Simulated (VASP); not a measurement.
# MnS (Pm-3m) in VASP: further runs

The runs below take MnS through single point, with PBEsol.

Program: VASP 6.6.1. These are calculated values, not measurements. Logs are shortened: lines on timing, memory, paths and dates and some standing lists are left out, and cuts for length are marked.

### 1 The cell of the first run

It takes space group Pm-3m (No. 221, cubic). The conventional cell has a = 3.099 Å, b = 3.099 Å, c = 3.099 Å, α = 90.00°, β = 90.00°, γ = 90.00°. Within 3.5 Å of Mn (site symmetry m-3m) lie 8 S at 2.68 Å and 6 Mn at 3.10 Å. Within 3.5 Å of S (site symmetry m-3m) lie 8 Mn at 2.68 Å and 6 S at 3.10 Å.

### 2 Single point, PBEsol, collinear spin, ferromagnetic start

INCAR

```
SYSTEM = MnS
  PREC = Accurate
  ENCUT = 520
  EDIFF = 1E-6
  ISMEAR = -1
  SIGMA = 0.3
  LREAL = .False.
  LASPH = .True.
  NELM = 150
  ALGO = Normal
  ISIF = 2
  LWAVE = .False.
  LCHARG = .False.
  ISPIN = 2
  MAGMOM = 2.8 0
  LORBIT = 11
  LMAXMIX = 4
  GGA = PS
  NBANDS = 20
```

KPOINTS

```
regular mesh
0
Gamma
  7 7 7
  0 0 0
```

POSCAR

```
MnS
1.0
    3.0990400000      0.0000000000      0.0000000000
    0.0000000000      3.0990400000      0.0000000000
    0.0000000000      0.0000000000      3.0990400000
Mn S
1 1
Direct
    0.5000000000      0.5000000000      0.5000000000
    0.0000000000      0.0000000000      0.0000000000
```

Potentials or basis: VASP PAW PBE potentials, release 64 (Mn_pv, S).

Run with:

```
> cat potpaw_PBE.64/Mn_pv/POTCAR potpaw_PBE.64/S/POTCAR > POTCAR
> mpirun -np 1 vasp_std > vasp.out
```

OUTCAR:

```text
SYSTEM = MnS
   PREC = Accurate
   ENCUT = 520
   EDIFF = 1E-6
   ISMEAR = -1
   LREAL = .False.
   LASPH = .True.
   NELM = 150
   ISIF = 2
   ISPIN = 2
   LORBIT = 11
   GGA = PS

 ion  position               nearest neighbor table
   1  0.500  0.500  0.500-   2 2.68   2 2.68   2 2.68   2 2.68   2 2.68   2 2.68   2 2.68   2 2.68

   2  0.000  0.000  0.000-   1 2.68   1 2.68   1 2.68   1 2.68   1 2.68   1 2.68   1 2.68   1 2.68

  LATTYP: Found a simple cubic cell.
 ALAT       =     3.0990400000

  Lattice vectors:

 A1 = (   3.0990400000,   0.0000000000,   0.0000000000)
 A2 = (   0.0000000000,   3.0990400000,   0.0000000000)
 A3 = (   0.0000000000,   0.0000000000,   3.0990400000)

Analysis of symmetry for initial positions (statically):
=====================================================================
 Subroutine PRICEL returns:
 Original cell was already a primitive cell.

 Routine SETGRP: Setting up the symmetry group for a
 simple cubic supercell.

 Subroutine GETGRP returns: Found 48 space group operations
 (whereof 48 operations were pure point group operations)
 out of a pool of 48 trial point group operations.

The static configuration has the point symmetry O_h .

Analysis of symmetry for dynamics (positions and initial velocities):
=====================================================================
 Subroutine PRICEL returns:
 Original cell was already a primitive cell.

 Routine SETGRP: Setting up the symmetry group for a
 simple cubic supercell.

 Subroutine GETGRP returns: Found 48 space group operations
 (whereof 48 operations were pure point group operations)
 out of a pool of 48 trial point group operations.

The dynamic configuration has the point symmetry O_h .

Analysis of structural, dynamic, and magnetic symmetry:
=====================================================================
 Subroutine PRICEL returns:
 Original cell was already a primitive cell.

 Routine SETGRP: Setting up the symmetry group for a
 simple cubic supercell.

 Subroutine GETGRP returns: Found 48 space group operations
 (whereof 48 operations were pure point group operations)
 out of a pool of 48 trial point group operations.

The overall configuration has the point symmetry O_h .

 Subroutine INISYM returns: Found 48 space group operations
 (whereof 48 operations are pure point group operations),
 and found     1 'primitive' translations

----------------------------------------------------------------------------------------

                                     Primitive cell

  volume of cell :      29.7633

  direct lattice vectors                    reciprocal lattice vectors
     3.099040000  0.000000000  0.000000000     0.322680572  0.000000000  0.000000000
     0.000000000  3.099040000  0.000000000     0.000000000  0.322680572  0.000000000
     0.000000000  0.000000000  3.099040000     0.000000000  0.000000000  0.322680572

  length of vectors
     3.099040000  3.099040000  3.099040000     0.322680572  0.322680572  0.322680572

  position of ions in fractional coordinates (direct lattice)
     0.500000000  0.500000000  0.500000000
     0.000000000  0.000000000  0.000000000

  ion indices of the primitive-cell ions
   primitive index   ion index
                 1           1
                 2           2

----------------------------------------------------------------------------------------

 KPOINTS: regular mesh

Automatic generation of k-mesh.
 Grid dimensions read from file:
 generate k-points for:    7    7    7

 Generating k-lattice:

  Cartesian coordinates                     Fractional coordinates (reciprocal lattice)
     0.046097225  0.000000000  0.000000000     0.142857143  0.000000000  0.000000000
     0.000000000  0.046097225  0.000000000     0.000000000  0.142857143  0.000000000
     0.000000000  0.000000000  0.046097225     0.000000000  0.000000000  0.142857143

  Length of vectors
     0.046097225  0.046097225  0.046097225

  Shift w.r.t. Gamma in fractional coordinates (k-lattice)
     0.000000000  0.000000000  0.000000000

 Subroutine IBZKPT returns following result:
 ===========================================

 Found     20 irreducible k-points:

 Following reciprocal coordinates:
            Coordinates               Weight
  0.000000  0.000000  0.000000      1.000000
  0.142857  0.000000  0.000000      6.000000
  0.285714  0.000000  0.000000      6.000000
  0.428571  0.000000  0.000000      6.000000
  0.142857  0.142857  0.000000     12.000000
  0.285714  0.142857  0.000000     24.000000
[... 12 lines left out ...]
  0.428571  0.428571  0.285714     24.000000
  0.428571  0.428571  0.428571      8.000000
   k-points           NKPTS =     20   k-points in BZ     NKDIM =     20   number of bands    NBANDS=     20
   number of dos      NEDOS =    301   number of ions     NIONS =      2
   total plane-waves  NPLWV =  13824
   dimension x,y,z NGX =    24 NGY =   24 NGZ =   24
   dimension x,y,z NGXF=    48 NGYF=   48 NGZF=   48
   ions per type =               1   1
   NGX,Y,Z   is equivalent  to a cutoff of  12.87, 12.87, 12.87 a.u.
   NGXF,Y,Z  is equivalent  to a cutoff of  25.75, 25.75, 25.75 a.u.
 SYSTEM =  MnS
   PREC   = accura    normal or accurate (medium, high low for compatibility)
   ISTART =      0    job   : 0-new  1-cont  2-samecut
   ICHARG =      2    charge: 1-file 2-atom 10-const
   ISPIN  =      2    spin polarized calculation?
   LNONCOLLINEAR =      F non collinear calculations
   LSORBIT =      F    spin-orbit coupling
   LASPH  =      T    aspherical Exc in radial PAW
   ENCUT  =  520.0 eV  38.22 Ry    6.18 a.u.   5.76  5.76  5.76*2*pi/ulx,y,z
   NELM   =    150;   NELMIN=  2; NELMDL= -5     # of ELM steps
   EDIFF  = 0.1E-05   stopping-criterion for ELM
   LREAL  =      F    real-space projection
   EDIFFG = 0.1E-04   stopping-criterion for IOM
   NSW    =      0    number of steps for IOM
   IBRION =     -1    ionic relax: 0-MD 1-quasi-New 2-CG
   NFREE  =      0    steps in history (QN), initial steepest desc. (CG)
   ISIF   =      2    stress and relaxation
   ISYM   =      2    0-nonsym 1-usesym 2-fastsym
   POTIM  = 0.5000    time-step for ionic-motion
   TEBEG  =    0.0;   TEEND  =   0.0 temperature during run
   PSTRESS=    0.0 pullay stress
   NELECT =      19.0000    total number of electrons
   NUPDOWN=      -1.0000    fix difference up-down
   EMIN   =  10.00;   EMAX   =-10.00  energy-range for DOS
   EFERMI =   0.00;   METHOD = LEGACY
   ISMEAR =    -1;   SIGMA  =   0.30  broadening in eV -4-tet -1-fermi 0-gaus
   EFERMI_NEDOS =   21; number of points for ismear=-14 and -15
   IALGO  =     38    algorithm
   IMIX   =      4    mixing-type and parameters
     AMIX     =   0.40;   BMIX     =  1.00
     AMIX_MAG =   1.60;   BMIX_MAG =  1.00
  volume/ion in A,a.u.               =      14.88       100.43
  Fermi-wavevector in a.u.,A,eV,Ry     =   1.409610  2.663776 27.034766  1.986999
  Thomas-Fermi vector in A             =   2.531648
   LORBIT       =     11    0 simple, 1 ext, 2 COOP (PROOUT), +10 PAW based schemes
   GGA     = PS    functional components
   LHFCALC =     F    Hartree Fock is set to
   AEXX    =    0.0000 exact exchange contribution
   IVDW    =     0    specifies the selected vdW correction
   LEPSILON=     F    determine dielectric tensor
   LRPA    =     F    only Hartree local field effects (RPA)
 spin polarized calculation
  energy-cutoff  :      520.00
  volume of cell :       29.76
 maximum number of plane-waves:       812
 NGX is ok and might be reduce to    24
   NGX = 11   NGY = 11   NGZ = 11

 number of electron      18.9999974 magnetization       3.4653174

 Free energy of the ion-electron system (eV)
  ---------------------------------------------------
  ext. energy  EPLUGINS =         0.00000000
  ---------------------------------------------------
  free energy    TOTEN  =       -14.42571815 eV

  energy without entropy =      -13.91144078  energy(sigma->0) =      -14.16857946

 E-fermi :   8.2807     XC(G=0): -11.8212

 val. band max:        8.2685749952   @ k =   0.2857   0.2857   0.1429
 cond. band min:       8.3192744537   @ k =   0.2857   0.2857   0.1429
 fundamental gap:      0.0506994585
 Fermi energy:         8.2806815373

 spin component 1

 k-point     1 :       0.0000    0.0000    0.0000
  band No.  band energies     occupation
      1     -41.3429      1.00000
      2     -41.3429      1.00000
      3     -41.3429      1.00000
      4      -7.1637      1.00000
      5       4.8430      0.99999
      6       4.8430      0.99999
[... 12 lines left out ...]
     19      23.9169      0.00000
     20      23.9169      0.00000
[... 415 lines left out ...]
 k-point    20 :       0.4286    0.4286    0.4286
  band No.  band energies     occupation
      1     -41.3718      1.00000
      2     -41.3717      1.00000
      3     -41.3717      1.00000
      4      -3.5155      1.00000
      5       2.1476      1.00000
      6       2.1476      1.00000
[... 12 lines left out ...]
     19      27.6401      0.00000
     20      30.3805      0.00000
 Fermi energy:         8.2806815373

 spin component 2

 k-point     1 :       0.0000    0.0000    0.0000
  band No.  band energies     occupation
      1     -37.7783      1.00000
      2     -37.7783      1.00000
      3     -37.7783      1.00000
      4      -7.1082      1.00000
      5       6.5867      0.99648
      6       6.5867      0.99648
[... 12 lines left out ...]
     19      24.6210      0.00000
     20      24.6210      0.00000
[... 415 lines left out ...]
 k-point    20 :       0.4286    0.4286    0.4286
  band No.  band energies     occupation
      1     -37.8125      1.00000
      2     -37.8123      1.00000
      3     -37.8123      1.00000
      4      -3.5780      1.00000
      5       2.7768      1.00000
      6       2.7768      1.00000
[... 12 lines left out ...]
     19      28.0903      0.00000
     20      30.6733      0.00000

------------------------ aborting loop because EDIFF is reached ----------------------------------------

  FORCE on cell =-STRESS in cart. coord.  units (eV):
  Direction    XX          YY          ZZ          XY          YZ          ZX
  --------------------------------------------------------------------------------------
  -------------------------------------------------------------------------------------
  Total       -1.8285739     -1.8285739     -1.8285739     -0.0000000      0.0000000     -0.0000000
  in kB      -98.4331896    -98.4331896    -98.4331896     -0.0000000      0.0000000     -0.0000000
  external PRESSURE =     -98.4331896 kB  Pullay stress =       0.0000000 kB

 VOLUME and BASIS-vectors are now :
 -----------------------------------------------------------------------------
  energy-cutoff  :      520.00
  volume of cell :       29.76
      direct lattice vectors                 reciprocal lattice vectors
     3.099040000  0.000000000  0.000000000     0.322680572  0.000000000  0.000000000
     0.000000000  3.099040000  0.000000000     0.000000000  0.322680572  0.000000000
     0.000000000  0.000000000  3.099040000     0.000000000  0.000000000  0.322680572

 POSITION                                       TOTAL-FORCE (eV/Angst)
 -----------------------------------------------------------------------------------
      1.54952      1.54952      1.54952         0.000000      0.000000      0.000000
      0.00000      0.00000      0.00000         0.000000      0.000000      0.000000
 -----------------------------------------------------------------------------------
    total drift:                                0.000000      0.000000     -0.000000

  FREE ENERGIE OF THE ION-ELECTRON SYSTEM (eV)
  ---------------------------------------------------
  free  energy   TOTEN  =       -14.4257181486 eV

  energy  without entropy=      -13.9114407806  energy(sigma->0) =      -14.16857946

 total charge

# of ion       s       p       d       tot
------------------------------------------
    1        0.213   6.167   5.041  11.422
    2        1.364   2.253   0.000   3.617
--------------------------------------------------
tot          1.577   8.421   5.041  15.039

 magnetization (x)

# of ion       s       p       d       tot
------------------------------------------
    1        0.016   0.027   3.341   3.384
    2        0.024  -0.089   0.000  -0.064
--------------------------------------------------
tot          0.041  -0.062   3.341   3.320
```

Wall time 8.4 s (1 thread of Intel Xeon 6975P-C (Granite Rapids), shared host); peak memory 0.15 GiB.

Results:

```
Free energy                                           : -14.4257 eV
Pressure                                              : -9.8 GPa
Net moment                                            : 3.47 μB per cell
Site moments                                          : Mn +3.38; S -0.06 μB
Valence electrons inside the program's atomic spheres : Mn 11.42; S 3.62
```

Caveat: the PAW data sets were made with another functional, which shifts forces and pressure a little; a cell with one magnetic atom can't hold antiferromagnetic order, which such compounds often take; semilocal functionals often make such compounds metallic where correlation or magnetic order opens a gap, which also shifts bond lengths. With open d or f shells a metallic result of PBEsol can be an artefact of self-interaction; +U or a hybrid may open a gap.

### 3 Single point, PBEsol, collinear spin, ferromagnetic start

INCAR

```
ALGO = Normal ; EDIFF = 1E-7
ENCUT = 520 ; GGA = PS
ISIF = 2 ; ISMEAR = -1
ISPIN = 2 ; LASPH = T
LCHARG = T ; LELF = T
LMAXMIX = 4 ; LORBIT = 11
LREAL = F ; LVHAR = T
LWAVE = F ; MAGMOM = 2.8 0
NBANDS = 20 ; NELM = 150
PREC = Accurate ; SIGMA = 0.3
```

KPOINTS

```
k-points
0
Gamma
  7 7 7
```

POSCAR is that of step 2.

Potentials or basis: VASP PAW PBE potentials, release 64 (Mn_pv, S).

Run with:

```
> cat potpaw_PBE.64/Mn_pv/POTCAR potpaw_PBE.64/S/POTCAR > POTCAR
> mpirun -np 1 vasp_std > vasp.out
```

OUTCAR:

```text
EDIFF = 1E-7
   ENCUT = 520
   GGA = PS
   ISIF = 2
   ISMEAR = -1
   ISPIN = 2
   LASPH = T
   LORBIT = 11
   LREAL = F
   NELM = 150
   PREC = Accurate

 ion  position               nearest neighbor table
   1  0.500  0.500  0.500-   2 2.68   2 2.68   2 2.68   2 2.68   2 2.68   2 2.68   2 2.68   2 2.68

   2  0.000  0.000  0.000-   1 2.68   1 2.68   1 2.68   1 2.68   1 2.68   1 2.68   1 2.68   1 2.68

  LATTYP: Found a simple cubic cell.
 ALAT       =     3.0990400000

  Lattice vectors:

 A1 = (   3.0990400000,   0.0000000000,   0.0000000000)
 A2 = (   0.0000000000,   3.0990400000,   0.0000000000)
 A3 = (   0.0000000000,   0.0000000000,   3.0990400000)

Analysis of symmetry for initial positions (statically):
=====================================================================
 Subroutine PRICEL returns:
 Original cell was already a primitive cell.

 Routine SETGRP: Setting up the symmetry group for a
 simple cubic supercell.

 Subroutine GETGRP returns: Found 48 space group operations
[... 651 lines left out ...]
      4      -7.1083      1.00000
      5       6.5866      0.99648
      6       6.5866      0.99648
[... 449 lines left out ...]
     19      28.0902      0.00000
     20      30.6732      0.00000

------------------------ aborting loop because EDIFF is reached ----------------------------------------

  FORCE on cell =-STRESS in cart. coord.  units (eV):
  Direction    XX          YY          ZZ          XY          YZ          ZX
  --------------------------------------------------------------------------------------
  -------------------------------------------------------------------------------------
  Total       -1.8300633     -1.8300633     -1.8300633     -0.0000000     -0.0000000      0.0000000
  in kB      -98.5133655    -98.5133655    -98.5133655     -0.0000000     -0.0000000      0.0000000
  external PRESSURE =     -98.5133655 kB  Pullay stress =       0.0000000 kB

 VOLUME and BASIS-vectors are now :
 -----------------------------------------------------------------------------
  energy-cutoff  :      520.00
  volume of cell :       29.76
      direct lattice vectors                 reciprocal lattice vectors
     3.099040000  0.000000000  0.000000000     0.322680572  0.000000000  0.000000000
     0.000000000  3.099040000  0.000000000     0.000000000  0.322680572  0.000000000
     0.000000000  0.000000000  3.099040000     0.000000000  0.000000000  0.322680572

 POSITION                                       TOTAL-FORCE (eV/Angst)
 -----------------------------------------------------------------------------------
      1.54952      1.54952      1.54952         0.000000      0.000000      0.000000
      0.00000      0.00000      0.00000         0.000000      0.000000      0.000000
 -----------------------------------------------------------------------------------
    total drift:                                0.000000      0.000000     -0.000000

  FREE ENERGIE OF THE ION-ELECTRON SYSTEM (eV)
  ---------------------------------------------------
  free  energy   TOTEN  =       -14.4257181070 eV

  energy  without entropy=      -13.9114210191  energy(sigma->0) =      -14.16856956

 total charge

# of ion       s       p       d       tot
------------------------------------------
    1        0.213   6.167   5.041  11.422
    2        1.364   2.253   0.000   3.617
--------------------------------------------------
tot          1.577   8.421   5.041  15.039

 magnetization (x)

# of ion       s       p       d       tot
------------------------------------------
    1        0.016   0.027   3.341   3.384
    2        0.024  -0.089   0.000  -0.064
--------------------------------------------------
tot          0.041  -0.062   3.341   3.320
```

Run time: 9.2 s. Hardware: 1 thread of Intel Xeon 6975P-C (Granite Rapids), shared host; peak memory 0.15 GiB.

Results:

* Free energy: -14.4257 eV
* Pressure: -9.9 GPa
* Net moment: 3.47 μB per cell
* Site moments: Mn +3.38; S -0.06 μB
* Valence electrons inside the program's atomic spheres: Mn 11.42; S 3.62

Levels at points of the mesh, in eV from the Fermi level:
Spin up:
```csv
k point,band 7,band 8,band 9,band 10,band 11,band 12,band 13,band 14,band 15,band 16
"(0.00, 0.00, 0.00)",-1.91,-1.91,-1.91,-1.73,-1.73,-1.73,1.91,6.94,6.94,15.37
```
Spin down:
```
           k point  band 4  band 5  band 6  band 7  band 8  band 9  band 10  band 11  band 12  band 13
(0.00, 0.00, 0.00)  -15.39   -1.69   -1.69   -1.69   -1.08   -1.08     1.38     1.38     1.38     2.76
```

Caveat: the PAW data sets were made with another functional, which shifts forces and pressure a little; a cell with one magnetic atom can't hold antiferromagnetic order, which such compounds often take; semilocal functionals often make such compounds metallic where correlation or magnetic order opens a gap, which also shifts bond lengths. With open d or f shells a metallic result of PBEsol can be an artefact of self-interaction; +U or a hybrid may open a gap.
